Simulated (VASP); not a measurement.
# GaN (P6_3mc) in VASP: further runs

The runs below take GaN through single point, relaxation of cell and atoms, with r2SCAN.

All numbers are computed with VASP 6.6.1; they aren't measurements. Logs are shortened: lines on timing, memory, paths and dates and some standing lists are left out, and cuts for length are marked.

## Step 1: The cell of the first run

It takes space group P6_3mc (No. 186, hexagonal). The conventional cell has a = 3.247 Å, b = 3.247 Å, c = 5.121 Å, α = 90.00°, β = 90.00°, γ = 120.00°. Within 2.6 Å of Ga (site symmetry 3m) lie 4 N at 1.93 to 1.98 Å. N (site symmetry 3m) has 4 Ga at 1.93 to 1.98 Å within 2.6 Å.

## Step 2: Single point, r2SCAN (in-plane strain +0.02)

Contents of POSCAR:

```
GaN
1.0
    3.2467646094      0.0000000000      0.0000000000
   -1.6233823047      2.8117806318      0.0000000000
    0.0000000000      0.0000000000      5.1213757237
Ga N
2 2
Direct
    0.3333333333      0.6666666667     -0.0008903618
    0.6666666667      0.3333333333      0.4991096382
    0.3333333333      0.6666666667      0.3758903618
    0.6666666667      0.3333333333      0.8758903618
```

Contents of INCAR.step1:

```
PREC = Accurate
ENCUT = 520
ISMEAR = 0
SIGMA = 0.01
LREAL = F
LASPH = T
NELM = 100
NBANDS = 26
GGA = PE
ALGO = Normal
EDIFF = 1E-4
LWAVE = T
LCHARG = F
```

Contents of INCAR.step2:

```
PREC = Accurate
ENCUT = 520
EDIFF = 1E-6
ISMEAR = 0
SIGMA = 0.01
LREAL = F
LASPH = T
NELM = 100
ALGO = Normal
ISIF = 2
LWAVE = F
LCHARG = T
METAGGA = R2SCAN
LMIXTAU = T
LELF = T
LVHAR = T
NBANDS = 26
ISTART = 1
```

Contents of KPOINTS:

```
Automatic mesh
0
Gamma
  8 8 4
```

Potentials or basis: VASP PAW PBE potentials, release 64 (Ga_d, N).

Launch:

```sh
cat potpaw_PBE.64/Ga_d/POTCAR potpaw_PBE.64/N/POTCAR > POTCAR
cp INCAR.step1 INCAR
mpirun -np 1 vasp_std > vasp.out
cp INCAR.step2 INCAR
mpirun -np 1 vasp_std > vasp.out
```

OUTCAR:

```text
PREC = Accurate
   ENCUT = 520
   EDIFF = 1E-6
   ISMEAR = 0
   LREAL = F
   LASPH = T
   NELM = 100
   ISIF = 2
   METAGGA = R2SCAN
   ISTART = 1

 ion  position               nearest neighbor table
   1  0.333  0.667  0.999-   3 1.93   4 1.98   4 1.98   4 1.98
   2  0.667  0.333  0.499-   4 1.93   3 1.98   3 1.98   3 1.98
   3  0.333  0.667  0.376-   1 1.93   2 1.98   2 1.98   2 1.98
   4  0.667  0.333  0.876-   2 1.93   1 1.98   1 1.98   1 1.98

  LATTYP: Found a hexagonal cell.
 ALAT       =     3.2467646094
 C/A-ratio  =     1.5773782026

  Lattice vectors:

 A1 = (   3.2467646094,   0.0000000000,   0.0000000000)
 A2 = (  -1.6233823047,   2.8117806318,   0.0000000000)
 A3 = (   0.0000000000,   0.0000000000,   5.1213757237)

Analysis of symmetry for initial positions (statically):
=====================================================================
 Subroutine PRICEL returns:
 Original cell was already a primitive cell.

 Routine SETGRP: Setting up the symmetry group for a
 hexagonal supercell.

 Subroutine GETGRP returns: Found 12 space group operations
 (whereof  6 operations were pure point group operations)
 out of a pool of 24 trial point group operations.

The static configuration has the point symmetry C_3v.
 The point group associated with its full space group is C_6v.

Analysis of symmetry for dynamics (positions and initial velocities):
=====================================================================
 Subroutine PRICEL returns:
 Original cell was already a primitive cell.

 Routine SETGRP: Setting up the symmetry group for a
 hexagonal supercell.

 Subroutine GETGRP returns: Found 12 space group operations
 (whereof  6 operations were pure point group operations)
 out of a pool of 24 trial point group operations.

The dynamic configuration has the point symmetry C_3v.
 The point group associated with its full space group is C_6v.

 Subroutine INISYM returns: Found 12 space group operations
 (whereof  6 operations are pure point group operations),
 and found     1 'primitive' translations

----------------------------------------------------------------------------------------

                                     Primitive cell

  volume of cell :      46.7540

  direct lattice vectors                    reciprocal lattice vectors
     3.246764609  0.000000000  0.000000000     0.307998922  0.177823261  0.000000000
    -1.623382305  2.811780632  0.000000000     0.000000000  0.355646521  0.000000000
     0.000000000  0.000000000  5.121375724     0.000000000  0.000000000  0.195260034

  length of vectors
     3.246764609  3.246764609  5.121375724     0.355646521  0.355646521  0.195260034

  position of ions in fractional coordinates (direct lattice)
     0.333333333  0.666666667  0.999109638
     0.666666667  0.333333333  0.499109638
     0.333333333  0.666666667  0.375890362
     0.666666667  0.333333333  0.875890362

  ion indices of the primitive-cell ions
   primitive index   ion index
                 1           1
                 2           2
                 3           3
                 4           4

----------------------------------------------------------------------------------------

 KPOINTS: Automatic mesh

Automatic generation of k-mesh.
 Grid dimensions read from file:
 generate k-points for:    8    8    4

 Generating k-lattice:

  Cartesian coordinates                     Fractional coordinates (reciprocal lattice)
     0.038499865  0.022227908  0.000000000     0.125000000  0.000000000  0.000000000
     0.000000000  0.044455815  0.000000000     0.000000000  0.125000000  0.000000000
     0.000000000  0.000000000  0.048815009     0.000000000  0.000000000  0.250000000

  Length of vectors
     0.044455815  0.044455815  0.048815009

  Shift w.r.t. Gamma in fractional coordinates (k-lattice)
     0.000000000  0.000000000  0.000000000

 Subroutine IBZKPT returns following result:
 ===========================================

 Found     30 irreducible k-points:

 Following reciprocal coordinates:
            Coordinates               Weight
  0.000000  0.000000  0.000000      1.000000
  0.125000  0.000000  0.000000      6.000000
  0.250000  0.000000  0.000000      6.000000
  0.375000  0.000000  0.000000      6.000000
  0.500000  0.000000  0.000000      3.000000
  0.125000  0.125000  0.000000      6.000000
[... 16 lines left out ...]
  0.250000  0.000000  0.500000      6.000000
  0.375000  0.000000  0.500000      6.000000
 [... further k-points ...]
   k-points           NKPTS =     30   k-points in BZ     NKDIM =     30   number of bands    NBANDS=     26
   number of dos      NEDOS =    301   number of ions     NIONS =      4
   total plane-waves  NPLWV =  23040
   dimension x,y,z NGX =    24 NGY =   24 NGZ =   40
   dimension x,y,z NGXF=    48 NGYF=   48 NGZF=   80
   ions per type =               2   2
   NGX,Y,Z   is equivalent  to a cutoff of  12.29, 12.29, 12.98 a.u.
   NGXF,Y,Z  is equivalent  to a cutoff of  24.58, 24.58, 25.97 a.u.
 SYSTEM =  unknown system
   PREC   = accura    normal or accurate (medium, high low for compatibility)
   ISTART =      1    job   : 0-new  1-cont  2-samecut
   ICHARG =      0    charge: 1-file 2-atom 10-const
   ISPIN  =      1    spin polarized calculation?
   LNONCOLLINEAR =      F non collinear calculations
   LSORBIT =      F    spin-orbit coupling
   LASPH  =      T    aspherical Exc in radial PAW
   ENCUT  =  520.0 eV  38.22 Ry    6.18 a.u.   6.04  6.04  9.52*2*pi/ulx,y,z
   NELM   =    100;   NELMIN=  2; NELMDL=  0     # of ELM steps
   EDIFF  = 0.1E-05   stopping-criterion for ELM
   LREAL  =      F    real-space projection
   EDIFFG = 0.1E-04   stopping-criterion for IOM
   NSW    =      0    number of steps for IOM
   IBRION =     -1    ionic relax: 0-MD 1-quasi-New 2-CG
   NFREE  =      0    steps in history (QN), initial steepest desc. (CG)
   ISIF   =      2    stress and relaxation
   ISYM   =      2    0-nonsym 1-usesym 2-fastsym
   POTIM  = 0.5000    time-step for ionic-motion
   TEBEG  =    0.0;   TEEND  =   0.0 temperature during run
   PSTRESS=    0.0 pullay stress
   NELECT =      36.0000    total number of electrons
   NUPDOWN=      -1.0000    fix difference up-down
   EMIN   =  10.00;   EMAX   =-10.00  energy-range for DOS
   EFERMI =   0.00;   METHOD = LEGACY
   ISMEAR =     0;   SIGMA  =   0.01  broadening in eV -4-tet -1-fermi 0-gaus
   EFERMI_NEDOS =   21; number of points for ismear=-14 and -15
   IALGO  =     38    algorithm
   IMIX   =      4    mixing-type and parameters
     AMIX     =   0.40;   BMIX     =  1.00
     AMIX_MAG =   1.60;   BMIX_MAG =  1.00
  volume/ion in A,a.u.               =      11.69        78.88
  Fermi-wavevector in a.u.,A,eV,Ry     =   1.500500  2.835534 30.633526  2.251501
  Thomas-Fermi vector in A             =   2.611992
   LORBIT       =      0    0 simple, 1 ext, 2 COOP (PROOUT), +10 PAW based schemes
   METAGGA = R2SCAN    functional components
   LHFCALC =     F    Hartree Fock is set to
   AEXX    =    0.0000 exact exchange contribution
   IVDW    =     0    specifies the selected vdW correction
   LEPSILON=     F    determine dielectric tensor
   LRPA    =     F    only Hartree local field effects (RPA)
 non-spin polarized calculation
 Gauss-broadening in eV      SIGMA  =   0.01
  energy-cutoff  :      520.00
  volume of cell :       46.75
 maximum number of plane-waves:      1276
   NGX = 13   NGY = 13   NGZ = 19

 number of electron      35.9999990 magnetization

 Free energy of the ion-electron system (eV)
  ---------------------------------------------------
  ext. energy  EPLUGINS =         0.00000000
  ---------------------------------------------------
  free energy    TOTEN  =       -43.77227747 eV

  energy without entropy =      -43.77227747  energy(sigma->0) =      -43.77227747

 E-fermi :   4.9365     XC(G=0): -12.4994

 val. band max:        4.8314354234   @ k =   0.0000   0.0000   0.0000
 cond. band min:       6.9873447440   @ k =   0.0000   0.0000   0.0000
 fundamental gap:      2.1559093206
 Fermi energy:         4.9365163610

 k-point     1 :       0.0000    0.0000    0.0000
  band No.  band energies     occupation
      1     -11.7762      2.00000
      2     -10.8255      2.00000
      3      -9.0070      2.00000
      4      -8.9846      2.00000
      5      -8.9846      2.00000
      6      -8.9148      2.00000
[... 18 lines left out ...]
     25      16.9306      0.00000
     26      16.9307      0.00000

 k-point     2 :       0.1250    0.0000    0.0000
  band No.  band energies     occupation
      1     -11.6378      2.00000
      2     -10.7926      2.00000
      3      -8.9872      2.00000
      4      -8.9662      2.00000
      5      -8.9374      2.00000
      6      -8.8958      2.00000
[... 18 lines left out ...]
     25      16.9549      0.00000
     26      17.2705      0.00000

 k-point     3 :       0.2500    0.0000    0.0000
  band No.  band energies     occupation
      1     -11.3060      2.00000
      2     -10.7275      2.00000
      3      -8.9490      2.00000
      4      -8.9335      2.00000
      5      -8.8667      2.00000
      6      -8.8224      2.00000
[... 18 lines left out ...]
     25      16.8437      0.00000
     26      17.9850      0.00000

 k-point     4 :       0.3750    0.0000    0.0000
  band No.  band energies     occupation
      1     -10.9975      2.00000
      2     -10.6854      2.00000
      3      -8.9303      2.00000
      4      -8.9197      2.00000
      5      -8.8307      2.00000
      6      -8.7712      2.00000
[... 18 lines left out ...]
     25      17.2084      0.00000
     26      18.9742      0.00000
[... 496 lines left out ...]
      1     -11.1097      2.00000
      2     -11.1097      2.00000
      3      -8.9470      2.00000
      4      -8.9470      2.00000
      5      -8.9368      2.00000
      6      -8.9368      2.00000
[... 18 lines left out ...]
     25      15.9021      0.00000
     26      15.9021      0.00000

 k-point    23 :       0.2500    0.0000    0.5000
  band No.  band energies     occupation
      1     -10.9210      2.00000
      2     -10.9210      2.00000
      3      -8.9230      2.00000
      4      -8.9230      2.00000
      5      -8.8808      2.00000
      6      -8.8808      2.00000
[... 18 lines left out ...]
     25      16.7864      0.00000
     26      16.7864      0.00000

 k-point    24 :       0.3750    0.0000    0.5000
  band No.  band energies     occupation
      1     -10.7694      2.00000
      2     -10.7694      2.00000
      3      -8.9264      2.00000
      4      -8.9264      2.00000
      5      -8.8338      2.00000
      6      -8.8338      2.00000
[... 18 lines left out ...]
     25      17.4014      0.00000
     26      17.4014      0.00000

 [... further k-points ...]

------------------------ aborting loop because EDIFF is reached ----------------------------------------

  FORCE on cell =-STRESS in cart. coord.  units (eV):
  Direction    XX          YY          ZZ          XY          YZ          ZX
  --------------------------------------------------------------------------------------
  -------------------------------------------------------------------------------------
  Total       -2.3126400     -2.3126400      1.1777467      0.0000000      0.0000000      0.0000000
  in kB      -79.2500857    -79.2500857     40.3592968      0.0000000      0.0000000      0.0000000
  external PRESSURE =     -39.3802915 kB  Pullay stress =       0.0000000 kB

 VOLUME and BASIS-vectors are now :
 -----------------------------------------------------------------------------
  energy-cutoff  :      520.00
  volume of cell :       46.75
      direct lattice vectors                 reciprocal lattice vectors
     3.246764609  0.000000000  0.000000000     0.307998922  0.177823261  0.000000000
    -1.623382305  2.811780632  0.000000000     0.000000000  0.355646521  0.000000000
     0.000000000  0.000000000  5.121375724     0.000000000  0.000000000  0.195260034

 POSITION                                       TOTAL-FORCE (eV/Angst)
 -----------------------------------------------------------------------------------
     -0.00000      1.87452      5.11682        -0.000000      0.000000     -0.337763
      1.62338      0.93726      2.55613         0.000000      0.000000     -0.337763
     -0.00000      1.87452      1.92508         0.000000      0.000000      0.337763
      1.62338      0.93726      4.48576         0.000000     -0.000000      0.337763
 -----------------------------------------------------------------------------------
    total drift:                                0.000002      0.000004      0.002924

  FREE ENERGIE OF THE ION-ELECTRON SYSTEM (eV)
  ---------------------------------------------------
  free  energy   TOTEN  =       -43.7722774738 eV

  energy  without entropy=      -43.7722774738  energy(sigma->0) =      -43.77227747
```

Run time: 2.7 min. Hardware: 1 thread of Intel Xeon 8259CL, shared host; peak memory 0.19 GiB.

What came out:

| Property | Result |
| --- | --- |
| Free energy | -43.7723 eV |
| Pressure | -3.9 GPa |
| Largest force | 0.338 eV/Å |
| Band gap on the k mesh | 2.16 eV |

Forces on the atoms (eV/Å):
```
Ga   0.000  0.000 -0.338
Ga   0.000  0.000 -0.338
N    0.000  0.000  0.338
N    0.000  0.000  0.338
```

Caveat: the cell differs from its parent crystal (in-plane strain +0.02); the cell stands under tension; the PAW data sets were made with another functional, which shifts forces and pressure a little.

[end of part 1 of 3]
